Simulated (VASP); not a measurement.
**TiSe2: single point with LDA**

TiSe2:

```xyz
3
Lattice="3.4058 0.0000 0.0000 -1.7029 2.9495 0.0000 0.0000 0.0000 5.6991" Properties=species:S:1:pos:R:3 pbc="T T T"
Ti    0.0000    0.0000    0.0000
Se    0.0000    1.9663    1.5431
Se    1.7029    0.9832   -1.5431
```

```json
{
 "Program": "VASP 6.6.1",
 "Task": "single point",
 "Functional": "LDA",
 "Potentials or basis": "VASP PAW LDA potentials, release 64 (Ti_sv, Se)",
 "Cutoff": "500 eV",
 "k mesh": "16 × 16 × 8",
 "Occupations": "fermi-dirac, width 0.01 eV",
 "Spin": "no spin polarisation"
}
```

| Property | Result |
| --- | --- |
| Pressure | 2.3 GPa |
| Largest force | 0.041 eV/Å |
| Band gap on the k mesh | zero (bands 12 and 13 overlap by 0.94 eV) |

Forces in eV/Å, atoms in the order of the input:
```
Ti   0.000  0.000  0.000
Se   0.000  0.000  0.041
Se   0.000  0.000 -0.041
```

Levels at points of the mesh, in eV from the Fermi level:
| k point | band 10 | band 11 | band 12 | band 13 | band 14 | band 15 |
| --- | --- | --- | --- | --- | --- | --- |
| (0.00, 0.00, 0.00) | 0.52 | 0.57 | 0.57 | 0.64 | 0.82 | 0.82 |
| (0.50, 0.00, 0.00) | -3.01 | -2.24 | -1.45 | 0.02 | 1.65 | 2.11 |
| (0.00, 0.00, 0.50) | -2.15 | 0.40 | 0.40 | 0.54 | 0.54 | 1.43 |
| (0.50, 0.00, 0.50) | -2.65 | -0.97 | -0.69 | -0.37 | 1.65 | 2.08 |

Wall time 7.8 min on 1 thread of AMD EPYC 7R43 64-Core Processor (Zen 3), on a shared host, peak memory 0.28 GiB.
